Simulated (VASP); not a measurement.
# Sc2AlP3 (P4mm) in VASP: further runs, part 2 of 2

VASP 6.6.1. Earlier steps stand in the parts before.

## Step 5: Single point, PBE

This run uses another cell than the first one, of 22.47 Å³/atom.

Input file INCAR:

```
SYSTEM = Sc2AlP3
ALGO     = Normal         ! electronic algorithm
EDIFF    = 1E-7           ! SCF threshold, eV
ENCUT    = 520            ! plane-wave cutoff, eV
GGA      = PE             ! functional
ISIF     = 2              ! what is computed and relaxed
ISMEAR   = 0              ! smearing method
LASPH    = .True.         ! aspherical terms in the spheres
LCHARG   = .False.        ! write CHGCAR
LREAL    = .False.        ! projectors in reciprocal space
LWAVE    = .False.        ! write WAVECAR
NBANDS   = 29             ! bands
NELM     = 60             ! most SCF steps
PREC     = Accurate       ! precision mode
SIGMA    = 0.1            ! smearing width, eV
```

Input file KPOINTS:

```
k-points
0
Gamma
  8 8 8
  0 0 0
```

Input file POSCAR:

```
Sc2AlP3
1.0
    5.1058999487      0.0000000000      0.0000000000
    0.0000000000      5.1058999487      0.0000000000
    0.0000000000      0.0000000000      5.1718786758
Sc Al P
2 1 3
Direct
    0.5000000000      0.0000000000      0.3687300234
    0.0000000000      0.5000000000      0.3687300234
    0.0000000000      0.0000000000      0.9063945775
    0.5000000000      0.0000000000      0.8727351216
    0.0000000000      0.5000000000      0.8727351216
    0.0000000000      0.0000000000      0.3985822923
```

On the command line:

```sh
$ cat potpaw_PBE.64/Sc_sv/POTCAR potpaw_PBE.64/Al/POTCAR potpaw_PBE.64/P/POTCAR > POTCAR
$ mpirun -np 1 vasp_std > vasp.out
```

Wall time 6.3 min (1 thread of Intel Xeon Platinum 8375C at 2.90GHz (Ice Lake), shared host); peak memory 0.42 GiB.

It converged, with:

```
Free energy            : -34.5875 eV
Pressure               : 0.1 GPa
Largest force          : 0.008 eV/Å
Band gap on the k mesh : zero (bands 20 and 21 overlap by 1.01 eV)
```

Forces on the atoms (eV/Å):
```
Sc   0.000  0.000 -0.002
Sc   0.000  0.000 -0.002
Al   0.000  0.000  0.003
P    0.000  0.000 -0.004
P    0.000  0.000 -0.004
P    0.000  0.000  0.008
```

Stress tensor (GPa, compression positive):
```
0.05 0.00 0.00
0.00 0.05 0.00
0.00 0.00 0.16
```

Levels at points of the mesh, in eV from the Fermi level:
| k point | band 17 | band 18 | band 19 | band 20 | band 21 | band 22 | band 23 | band 24 |
| --- | --- | --- | --- | --- | --- | --- | --- | --- |
| (0.00, 0.00, 0.00) | -0.90 | -0.60 | -0.36 | -0.24 | -0.02 | 0.23 | 0.23 | 0.33 |
| (0.50, 0.00, 0.00) | -1.23 | -1.22 | -1.10 | -0.39 | 0.58 | 0.81 | 1.09 | 1.39 |
| (0.50, 0.50, 0.00) | -1.56 | -1.56 | -0.15 | 0.45 | 1.01 | 1.01 | 1.42 | 1.93 |
| (0.00, 0.00, 0.50) | -2.20 | -2.20 | -0.54 | -0.33 | -0.33 | -0.14 | 1.62 | 2.19 |
| (0.50, 0.00, 0.50) | -2.16 | -1.45 | -1.40 | -0.32 | 0.16 | 0.53 | 1.51 | 1.93 |
| (0.50, 0.50, 0.50) | -2.22 | -0.63 | -0.55 | 0.33 | 0.56 | 1.06 | 1.06 | 2.26 |

## Step 6: Single point, PBE, collinear spin

This run uses another cell than the first one, of 22.37 Å³/atom.

Input file INCAR:

```
SYSTEM = Sc2AlP3
PREC = Accurate
ENCUT = 520
EDIFF = 1E-6
ISMEAR = 0
SIGMA = 0.1
LREAL = .FALSE.
LASPH = .TRUE.
NELM = 150
ALGO = Normal
ISIF = 2
LWAVE = .FALSE.
LCHARG = .TRUE.
ISPIN = 2
MAGMOM = 1 1 0 0 0 0
LORBIT = 11
LMAXMIX = 4
GGA = PE
LELF = .TRUE.
LVHAR = .TRUE.
NBANDS = 33
```

Input file KPOINTS:

```
regular mesh
0
G
  4 4 4
  0 0 0
```

Input file POSCAR:

```
Sc2AlP3
1.0
    5.0825271443      0.0000000000      0.0000000000
    0.0000000000      5.0825271443      0.0000000000
    0.0000000000      0.0000000000      5.1947933410
Sc Al P
2 1 3
Direct
    0.5000000000      0.0000000000      0.3616950416
    0.0000000000      0.5000000000      0.3616950416
    0.0000000000      0.0000000000      0.9198467644
    0.5000000000      0.0000000000      0.8680321289
    0.0000000000      0.5000000000      0.8680321289
    0.0000000000      0.0000000000      0.4086060545
```

Potentials or basis: VASP PAW PBE potentials, release 64 (Sc_sv, Al, P).

On the command line:

```sh
$ cat potpaw_PBE.64/Sc_sv/POTCAR potpaw_PBE.64/Al/POTCAR potpaw_PBE.64/P/POTCAR > POTCAR
$ mpirun -np 1 vasp_std > vasp.out
```

OUTCAR:

```text
SYSTEM = Sc2AlP3
   PREC = Accurate
   ENCUT = 520
   EDIFF = 1E-6
   ISMEAR = 0
   LREAL = .FALSE.
   LASPH = .TRUE.
   NELM = 150
   ISIF = 2
   ISPIN = 2
   LORBIT = 11
   GGA = PE

 ion  position               nearest neighbor table
   1  0.500  0.000  0.362-   6 2.55   6 2.55   4 2.56   4 2.63
   2  0.000  0.500  0.362-   6 2.55   6 2.55   5 2.56   5 2.63
   3  0.000  0.000  0.920-   6 2.54   5 2.56   4 2.56   5 2.56   4 2.56   6 2.66
   4  0.500  0.000  0.868-   3 2.56   3 2.56   1 2.56   1 2.63
   5  0.000  0.500  0.868-   3 2.56   3 2.56   2 2.56   2 2.63
   6  0.000  0.000  0.409-   3 2.54   2 2.55   1 2.55   2 2.55   1 2.55   3 2.66

  LATTYP: Found a simple tetragonal cell.
 ALAT       =     5.0825271443
 C/A-ratio  =     1.0220886566
[... 1491 lines left out ...]
      2.54126      0.00000      1.87893        -0.000000      0.000000     -0.001118
      0.00000      2.54126      1.87893         0.000000      0.000000     -0.001118
      0.00000      0.00000      4.77841         0.000000      0.000000      0.001556
      2.54126      0.00000      4.50925         0.000000      0.000000     -0.008574
      0.00000      2.54126      4.50925         0.000000      0.000000     -0.008574
      0.00000      0.00000      2.12262        -0.000000      0.000000      0.017829
 -----------------------------------------------------------------------------------
    total drift:                               -0.000000     -0.000000     -0.000551

  FREE ENERGIE OF THE ION-ELECTRON SYSTEM (eV)
  ---------------------------------------------------
  free  energy   TOTEN  =       -34.5696718700 eV

  energy  without entropy=      -34.5510032467  energy(sigma->0) =      -34.56033756

 total charge

# of ion       s       p       d       tot
------------------------------------------
    1        2.208   6.149   1.051   9.408
    2        2.208   6.149   1.051   9.408
    3        0.379   0.299   0.000   0.678
    4        1.067   1.433   0.000   2.500
    5        1.067   1.433   0.000   2.500
    6        1.038   1.586   0.000   2.623
--------------------------------------------------
tot          7.966  17.049   2.101  27.116

 magnetization (x)

# of ion       s       p       d       tot
------------------------------------------
    1        0.008   0.007   0.095   0.111
    2        0.008   0.007   0.095   0.111
    3        0.002   0.001   0.000   0.003
    4        0.000   0.003   0.000   0.004
    5        0.000   0.003   0.000   0.004
    6       -0.000  -0.003   0.000  -0.004
--------------------------------------------------
tot          0.019   0.019   0.190   0.228
```

stdout:

```text
POSCAR found type information on POSCAR ScAlP
 POSCAR found :  3 types and       6 ions
 scaLAPACK will be used
 LDA part: xc-table for (Slater+PW92), standard interpolation
 POSCAR, INCAR and KPOINTS ok, starting setup
 FFT: planning ... GRIDC
 FFT: planning ... GRID_SOFT
 FFT: planning ... GRID
 WAVECAR not read
 entering main loop
```

Run time: 3.8 min. Hardware: 1 thread of Intel Xeon Platinum 8375C at 2.90GHz (Ice Lake), shared host; peak memory 0.34 GiB.

What came out:

| Property | Result |
| --- | --- |
| Free energy | -34.5697 eV |
| Pressure | 0.1 GPa |
| Largest force | 0.018 eV/Å |
| Net moment | 0.51 μB per cell |
| Site moments | Sc +0.11; Al +0.00; P +0.00, -0.00 (each value once) μB |
| Valence electrons inside the program's atomic spheres | Sc 9.41; Al 0.68; P 2.50, 2.62 (each value once) |

Forces on the atoms (eV/Å):
```
Sc   0.000  0.000 -0.001
Sc   0.000  0.000 -0.001
Al   0.000  0.000  0.002
P    0.000  0.000 -0.009
P    0.000  0.000 -0.009
P    0.000  0.000  0.018
```

Stress tensor (GPa, compression positive):
```
0.06 0.00 0.00
0.00 0.06 0.00
0.00 0.00 0.17
```

Caveat: a moment this small can come from the mesh or the smearing.

## Step 7: Overview

```tsv
task	spin	cell	k mesh	cutoff (eV)	gap on the mesh (eV)	pressure (GPa)	largest force (eV/Å)
single point	off	a = 4.974, b = 4.974, c = 5.075 Å, 6 atoms, atomic positions A	4 × 4 × 4	520	none	12.3	6.07
single point	off	a = 5.083, b = 5.083, c = 5.195 Å, 6 atoms, atomic positions B	4 × 4 × 4	520	none	0.1	0.01
relaxation of cell and atoms	off	relaxed from a = 4.974, b = 4.974, c = 5.075 Å, 6 atoms, atomic positions A	4 × 4 × 4	600	none	0.1	0.03
single point	off	a = 5.106, b = 5.106, c = 5.172 Å, 6 atoms, atomic positions C	8 × 8 × 8	520	none	0.1	0.01
single point	collinear	a = 5.083, b = 5.083, c = 5.195 Å, 6 atoms, atomic positions B	4 × 4 × 4	520	none	0.1	0.02
```

Alike in all rows: level PBE; potentials or basis VASP PAW PBE potentials, release 64 (Sc_sv, Al, P); smearing gaussian 0.1 eV.

Caveats: the stress differs along the axes, from 7 to 23 GPa (at least some runs); forces of over 1 eV/Å act on the atoms, so gaps and moduli don't describe the material at rest (at least some runs); a moment this small can come from the mesh or the smearing (at least some runs).

Absolute energies hang on the potentials; compare differences alone.
